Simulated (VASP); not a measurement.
# Co (Pm-3m) in VASP: a series of runs

The runs below take Co through single point, with revPBE.

Program: VASP 6.6.1. These are calculated values, not measurements. Logs are shortened: lines on timing, memory, paths and dates and some standing lists are left out, and cuts for length are marked.

## (1) The cell of the first run

It takes space group Pm-3m (No. 221, cubic). Conventional cell: a = 2.300 Å, b = 2.300 Å, c = 2.300 Å, α = 90.00°, β = 90.00°, γ = 90.00°. Co (site symmetry m-3m) has 6 Co at 2.30 Å within 3.0 Å.

## (2) Single point, revPBE

Contents of INCAR:

```
SYSTEM = Co
PREC     = Accurate       ! precision mode
ENCUT    = 520            ! plane-wave cutoff, eV
EDIFF    = 1E-6           ! SCF threshold, eV
ISMEAR   = -1             ! smearing method
SIGMA    = 0.1            ! smearing width, eV
LREAL    = .False.        ! projectors in reciprocal space
LASPH    = .True.         ! aspherical terms in the spheres
NELM     = 100            ! most SCF steps
ALGO     = Normal         ! electronic algorithm
ISIF     = 2              ! what is computed and relaxed
LWAVE    = .False.        ! write WAVECAR
LCHARG   = .False.        ! write CHGCAR
GGA      = RE             ! functional
NBANDS   = 10             ! bands
```

Contents of KPOINTS:

```
regular mesh
0
Gamma
  22 22 22
  0 0 0
```

Contents of POSCAR:

```
Co
1.0
    2.2998754767      0.0000000000      0.0000000000
    0.0000000000      2.2998754767      0.0000000000
    0.0000000000      0.0000000000      2.2998754767
Co
1
Direct
    0.0000000000      0.0000000000      0.0000000000
```

Potentials or basis: VASP PAW PBE potentials, release 64 (Co).

Command:

```
$ cat potpaw_PBE.64/Co/POTCAR > POTCAR
$ mpirun -np 1 vasp_std > vasp.out
```

OUTCAR:

```text
SYSTEM = Co
   PREC = Accurate
   ENCUT = 520
   EDIFF = 1E-6
   ISMEAR = -1
   LREAL = .False.
   LASPH = .True.
   NELM = 100
   ISIF = 2
   GGA = RE

 ion  position               nearest neighbor table
   1  0.000  0.000  0.000-

  LATTYP: Found a simple cubic cell.
 ALAT       =     2.2998754767

  Lattice vectors:

 A1 = (   2.2998754767,   0.0000000000,   0.0000000000)
 A2 = (   0.0000000000,   2.2998754767,   0.0000000000)
 A3 = (   0.0000000000,   0.0000000000,   2.2998754767)

Analysis of symmetry for initial positions (statically):
=====================================================================
 Subroutine PRICEL returns:
 Original cell was already a primitive cell.

 Routine SETGRP: Setting up the symmetry group for a
 simple cubic supercell.

 Subroutine GETGRP returns: Found 48 space group operations
 (whereof 48 operations were pure point group operations)
 out of a pool of 48 trial point group operations.

The static configuration has the point symmetry O_h .

Analysis of symmetry for dynamics (positions and initial velocities):
=====================================================================
 Subroutine PRICEL returns:
 Original cell was already a primitive cell.

 Routine SETGRP: Setting up the symmetry group for a
 simple cubic supercell.

 Subroutine GETGRP returns: Found 48 space group operations
 (whereof 48 operations were pure point group operations)
 out of a pool of 48 trial point group operations.

The dynamic configuration has the point symmetry O_h .

 Subroutine INISYM returns: Found 48 space group operations
 (whereof 48 operations are pure point group operations),
 and found     1 'primitive' translations

----------------------------------------------------------------------------------------

                                     Primitive cell

  volume of cell :      12.1650

  direct lattice vectors                    reciprocal lattice vectors
     2.299875477  0.000000000  0.000000000     0.434806149  0.000000000  0.000000000
     0.000000000  2.299875477  0.000000000     0.000000000  0.434806149  0.000000000
     0.000000000  0.000000000  2.299875477     0.000000000  0.000000000  0.434806149

  length of vectors
     2.299875477  2.299875477  2.299875477     0.434806149  0.434806149  0.434806149

  position of ions in fractional coordinates (direct lattice)
     0.000000000  0.000000000  0.000000000

  ion indices of the primitive-cell ions
   primitive index   ion index
                 1           1

----------------------------------------------------------------------------------------

 KPOINTS: regular mesh

Automatic generation of k-mesh.
 Grid dimensions read from file:
 generate k-points for:   22   22   22

 Generating k-lattice:

  Cartesian coordinates                     Fractional coordinates (reciprocal lattice)
     0.019763916  0.000000000  0.000000000     0.045454545  0.000000000  0.000000000
     0.000000000  0.019763916  0.000000000     0.000000000  0.045454545  0.000000000
     0.000000000  0.000000000  0.019763916     0.000000000  0.000000000  0.045454545

  Length of vectors
     0.019763916  0.019763916  0.019763916

  Shift w.r.t. Gamma in fractional coordinates (k-lattice)
     0.000000000  0.000000000  0.000000000

 Subroutine IBZKPT returns following result:
 ===========================================

 Found    364 irreducible k-points:

 Following reciprocal coordinates:
            Coordinates               Weight
  0.000000  0.000000  0.000000      1.000000
  0.045455  0.000000  0.000000      6.000000
  0.090909  0.000000  0.000000      6.000000
  0.136364  0.000000  0.000000      6.000000
  0.181818  0.000000  0.000000      6.000000
  0.227273  0.000000  0.000000      6.000000
[... 16 lines left out ...]
  0.500000  0.045455  0.000000     12.000000
  0.090909  0.090909  0.000000     12.000000
 [... further k-points ...]
   k-points           NKPTS =    364   k-points in BZ     NKDIM =    364   number of bands    NBANDS=     10
   number of dos      NEDOS =    301   number of ions     NIONS =      1
   total plane-waves  NPLWV =   5832
   dimension x,y,z NGX =    18 NGY =   18 NGZ =   18
   dimension x,y,z NGXF=    36 NGYF=   36 NGZF=   36
   ions per type =               1
   NGX,Y,Z   is equivalent  to a cutoff of  13.01, 13.01, 13.01 a.u.
   NGXF,Y,Z  is equivalent  to a cutoff of  26.02, 26.02, 26.02 a.u.
 SYSTEM =  Co
   PREC   = accura    normal or accurate (medium, high low for compatibility)
   ISTART =      0    job   : 0-new  1-cont  2-samecut
   ICHARG =      2    charge: 1-file 2-atom 10-const
   ISPIN  =      1    spin polarized calculation?
   LNONCOLLINEAR =      F non collinear calculations
   LSORBIT =      F    spin-orbit coupling
   LASPH  =      T    aspherical Exc in radial PAW
   ENCUT  =  520.0 eV  38.22 Ry    6.18 a.u.   4.28  4.28  4.28*2*pi/ulx,y,z
   NELM   =    100;   NELMIN=  2; NELMDL= -5     # of ELM steps
   EDIFF  = 0.1E-05   stopping-criterion for ELM
   LREAL  =      F    real-space projection
   EDIFFG = 0.1E-04   stopping-criterion for IOM
   NSW    =      0    number of steps for IOM
   IBRION =     -1    ionic relax: 0-MD 1-quasi-New 2-CG
   NFREE  =      0    steps in history (QN), initial steepest desc. (CG)
   ISIF   =      2    stress and relaxation
   ISYM   =      2    0-nonsym 1-usesym 2-fastsym
   POTIM  = 0.5000    time-step for ionic-motion
   TEBEG  =    0.0;   TEEND  =   0.0 temperature during run
   PSTRESS=    0.0 pullay stress
   NELECT =       9.0000    total number of electrons
   NUPDOWN=      -1.0000    fix difference up-down
   EMIN   =  10.00;   EMAX   =-10.00  energy-range for DOS
   EFERMI =   0.00;   METHOD = LEGACY
   ISMEAR =    -1;   SIGMA  =   0.10  broadening in eV -4-tet -1-fermi 0-gaus
   EFERMI_NEDOS =   21; number of points for ismear=-14 and -15
   IALGO  =     38    algorithm
   IMIX   =      4    mixing-type and parameters
     AMIX     =   0.40;   BMIX     =  1.00
     AMIX_MAG =   1.60;   BMIX_MAG =  1.00
  volume/ion in A,a.u.               =      12.17        82.09
  Fermi-wavevector in a.u.,A,eV,Ry     =   1.480646  2.798016 29.828238  2.192314
  Thomas-Fermi vector in A             =   2.594655
   LORBIT       =      0    0 simple, 1 ext, 2 COOP (PROOUT), +10 PAW based schemes
   GGA     = RE    functional components
   LHFCALC =     F    Hartree Fock is set to
   AEXX    =    0.0000 exact exchange contribution
   IVDW    =     0    specifies the selected vdW correction
   LEPSILON=     F    determine dielectric tensor
   LRPA    =     F    only Hartree local field effects (RPA)
 non-spin polarized calculation
  energy-cutoff  :      520.00
  volume of cell :       12.17
 maximum number of plane-waves:       341
 NGX is ok and might be reduce to    18
   NGX =  9   NGY =  9   NGZ =  9

 number of electron       9.0000012 magnetization

 Free energy of the ion-electron system (eV)
  ---------------------------------------------------
  ext. energy  EPLUGINS =         0.00000000
  ---------------------------------------------------
  free energy    TOTEN  =        -5.63243638 eV

  energy without entropy =       -5.53489941  energy(sigma->0) =       -5.58366790

 E-fermi :   8.7609     XC(G=0): -12.5673

 val. band max:        8.7533929589   @ k =   0.1364   0.1364   0.0909
 cond. band min:       8.7609768277   @ k =   0.3636   0.1818   0.0000
 fundamental gap:      0.0075838688
 Fermi energy:         8.7609364622

 k-point     1 :       0.0000    0.0000    0.0000
  band No.  band energies     occupation
      1       0.6933      2.00000
      2       5.2917      2.00000
      3       5.2917      2.00000
      4       9.2236      0.01938
      5       9.2236      0.01938
      6       9.2236      0.01938
      7      28.8117      0.00000
      8      28.8117      0.00000
      9      28.8117      0.00000
     10      32.7518      0.00000

 k-point     2 :       0.0455    0.0000    0.0000
  band No.  band energies     occupation
      1       0.7571      2.00000
      2       5.3019      2.00000
      3       5.3243      2.00000
      4       9.1951      0.02570
      5       9.1951      0.02570
      6       9.2259      0.01895
      7      27.8977      0.00000
      8      28.9006      0.00000
      9      28.9006      0.00000
     10      32.7539      0.00000

 k-point     3 :       0.0909    0.0000    0.0000
  band No.  band energies     occupation
      1       0.9466      2.00000
      2       5.3317      2.00000
      3       5.4204      2.00000
      4       9.1126      0.05770
      5       9.1126      0.05770
      6       9.2325      0.01775
      7      26.1303      0.00000
      8      29.1644      0.00000
      9      29.1644      0.00000
     10      32.7602      0.00000

 k-point     4 :       0.1364    0.0000    0.0000
  band No.  band energies     occupation
      1       1.2560      2.00000
      2       5.3789      2.00000
      3       5.5758      2.00000
      4       8.9848      0.19273
      5       8.9848      0.19273
      6       9.2429      0.01601
      7      24.2075      0.00000
      8      29.5949      0.00000
      9      29.5949      0.00000
     10      32.7707      0.00000
[... 222 lines left out ...]
 k-point    22 :       0.4545    0.0455    0.0000
  band No.  band energies     occupation
      1       4.9264      2.00000
      2       5.8346      2.00000
      3       7.2414      2.00000
      4       7.9802      1.99919
      5       8.3066      1.97895
      6       9.3090      0.00830
      7      13.7956      0.00000
      8      32.4843      0.00000
      9      34.8763      0.00000
     10      36.0881      0.00000

 k-point    23 :       0.5000    0.0455    0.0000
  band No.  band energies     occupation
      1       5.0526      2.00000
      2       5.8460      2.00000
      3       7.2715      2.00000
      4       7.9569      1.99936
      5       8.3716      1.96005
      6       9.3114      0.00811
      7      13.4901      0.00000
      8      32.5744      0.00000
      9      35.2247      0.00000
     10      35.8376      0.00000

 k-point    24 :       0.0909    0.0909    0.0000
  band No.  band energies     occupation
      1       1.1972      2.00000
      2       5.4148      2.00000
      3       5.5077      2.00000
      4       8.9987      0.16974
      5       9.1039      0.06277
      6       9.1415      0.04353
      7      26.1152      0.00000
      8      26.7271      0.00000
      9      29.5140      0.00000
     10      33.5471      0.00000

 [... further k-points ...]
[... 5 lines left out ...]
  --------------------------------------------------------------------------------------
  -------------------------------------------------------------------------------------
  Total       -0.0450206     -0.0450206     -0.0450206     -0.0000000     -0.0000000     -0.0000000
  in kB       -5.9293810     -5.9293810     -5.9293810     -0.0000000     -0.0000000     -0.0000000
  external PRESSURE =      -5.9293810 kB  Pullay stress =       0.0000000 kB

 VOLUME and BASIS-vectors are now :
 -----------------------------------------------------------------------------
  energy-cutoff  :      520.00
  volume of cell :       12.17
      direct lattice vectors                 reciprocal lattice vectors
     2.299875477  0.000000000  0.000000000     0.434806149  0.000000000  0.000000000
     0.000000000  2.299875477  0.000000000     0.000000000  0.434806149  0.000000000
     0.000000000  0.000000000  2.299875477     0.000000000  0.000000000  0.434806149

 POSITION                                       TOTAL-FORCE (eV/Angst)
 -----------------------------------------------------------------------------------
      0.00000      0.00000      0.00000         0.000000      0.000000      0.000000
 -----------------------------------------------------------------------------------
    total drift:                                0.000000      0.000000      0.000000

  FREE ENERGIE OF THE ION-ELECTRON SYSTEM (eV)
  ---------------------------------------------------
  free  energy   TOTEN  =        -5.6324363784 eV

  energy  without entropy=       -5.5348994134  energy(sigma->0) =       -5.58366790
```

Wall time 16 s (1 thread of Intel Xeon 6975P-C (Granite Rapids), shared host); peak memory 0.15 GiB.

What came out:

- Free energy: -5.6324 eV
- Pressure: -0.6 GPa

Caveat: the PAW data sets were made with another functional, which shifts forces and pressure a little; the run has no spin polarisation, though such a crystal can be magnetic.

## (3) Single point, revPBE, collinear spin, ferromagnetic start (volume scaled by 0.88)

Contents of INCAR:

```
SYSTEM = Co
ALGO = Normal
EDIFF = 1E-6
ENCUT = 520
GGA = RE
ISIF = 2
ISMEAR = -1
ISPIN = 2
LASPH = .TRUE.
LCHARG = .FALSE.
LMAXMIX = 4
LORBIT = 11
LREAL = .FALSE.
LWAVE = .FALSE.
MAGMOM = 1.933
NBANDS = 14
NELM = 150
PREC = Accurate
SIGMA = 0.05
```

Contents of KPOINTS:

```
k-points
0
G
  15 15 15
  0 0 0
```

Contents of POSCAR:

```
Co
1.0
    2.2601227397      0.0000000000      0.0000000000
    0.0000000000      2.2601227397      0.0000000000
    0.0000000000      0.0000000000      2.2601227397
Co
1
Direct
    0.0000000000      0.0000000000      0.0000000000
```

Potentials or basis: VASP PAW PBE potentials, release 64 (Co).

Command:

```
$ cat potpaw_PBE.64/Co/POTCAR > POTCAR
$ mpirun -np 1 vasp_std > vasp.out
```

It took 50 s on 1 thread of Intel Xeon Platinum 8375C at 2.90GHz (Ice Lake), shared host; peak memory 0.14 GiB.

Results (log left out):

```yaml
Free_energy: -5.8035 eV
Pressure: 20.4 GPa
Net_moment: 1.70 μB per cell
Site_moments: Co +1.70 μB
Valence_electrons_inside_the_program's_atomic_spheres: Co 8.35
```

Levels at points of the mesh, in eV from the Fermi level:
Spin up:
| k point | band 3 | band 4 | band 5 | band 6 | band 7 | band 8 |
| --- | --- | --- | --- | --- | --- | --- |
| (0.00, 0.00, 0.00) | -4.66 | -0.92 | -0.92 | -0.92 | 20.22 | 20.22 |
Spin down:
| k point | band 1 | band 2 | band 3 | band 4 | band 5 | band 6 | band 7 | band 8 | band 9 |
| --- | --- | --- | --- | --- | --- | --- | --- | --- | --- |
| (0.00, 0.00, 0.00) | -8.64 | -3.48 | -3.48 | 1.29 | 1.29 | 1.29 | 20.58 | 20.58 | 20.58 |

Caveat: the PAW data sets were made with another functional, which shifts forces and pressure a little.

## (4) Single point, revPBE, collinear spin, ferromagnetic start (volume scaled by 0.92)

Contents of INCAR:

```
SYSTEM = Co
PREC = Accurate ; ENCUT = 520
EDIFF = 1E-6 ; ISMEAR = -1
SIGMA = 0.05 ; LREAL = .FALSE.
LASPH = .TRUE. ; NELM = 150
ALGO = Normal ; ISIF = 2
LWAVE = .FALSE. ; LCHARG = .TRUE.
ISPIN = 2 ; MAGMOM = 1.933
LORBIT = 11 ; LMAXMIX = 4
GGA = RE ; LELF = .TRUE.
LVHAR = .TRUE. ; NBANDS = 14
```

Contents of KPOINTS:

```
Automatic mesh
0
G
  15 15 15
  0 0 0
```

Contents of POSCAR:

```
Co
1.0
    2.2938608889      0.0000000000      0.0000000000
    0.0000000000      2.2938608889      0.0000000000
    0.0000000000      0.0000000000      2.2938608889
Co
1
Direct
    0.0000000000      0.0000000000      0.0000000000
```

Command:

```
$ cat potpaw_PBE.64/Co/POTCAR > POTCAR
$ mpirun -np 1 vasp_std > vasp.out
```

Run time: 58 s. Hardware: 1 thread of Intel Xeon Platinum 8375C at 2.90GHz (Ice Lake), shared host; peak memory 0.15 GiB.

It converged, with:

```yaml
Free_energy: -5.8556 eV
Pressure: 11.8 GPa
Net_moment: 1.77 μB per cell
Site_moments: Co +1.77 μB
Valence_electrons_inside_the_program's_atomic_spheres: Co 8.26
```

Levels at points of the mesh, in eV from the Fermi level:
Spin up:
```
           k point  band 3  band 4  band 5  band 6  band 7  band 8
(0.00, 0.00, 0.00)   -4.51   -1.05   -1.05   -1.05   19.62   19.62
```
Spin down:
```
           k point  band 1  band 2  band 3  band 4  band 5  band 6  band 7
(0.00, 0.00, 0.00)   -8.41   -3.27   -3.27    1.24    1.24    1.24   19.98
```

Caveat: the PAW data sets were made with another functional, which shifts forces and pressure a little.

## (5) Summary

```csv
spin,cell,k mesh,smearing,gap on the mesh (eV),pressure (GPa),moment (μB)
off,"a = 2.300 Å, 1 atom",22 × 22 × 22,fermi-dirac 0.1 eV,none,-0.6,-
"collinear, ferromagnetic start","a = 2.260 Å, 1 atom",15 × 15 × 15,fermi-dirac 0.05 eV,none,20.4,1.70
"collinear, ferromagnetic start","a = 2.294 Å, 1 atom",15 × 15 × 15,fermi-dirac 0.05 eV,none,11.8,1.77
```

Alike in all rows: task single point; level revPBE; potentials or basis VASP PAW PBE potentials, release 64 (Co); cutoff (eV) 520.

Caveats: the PAW data sets were made with another functional, which shifts forces and pressure a little.

Absolute energies hang on the potentials; compare differences alone.
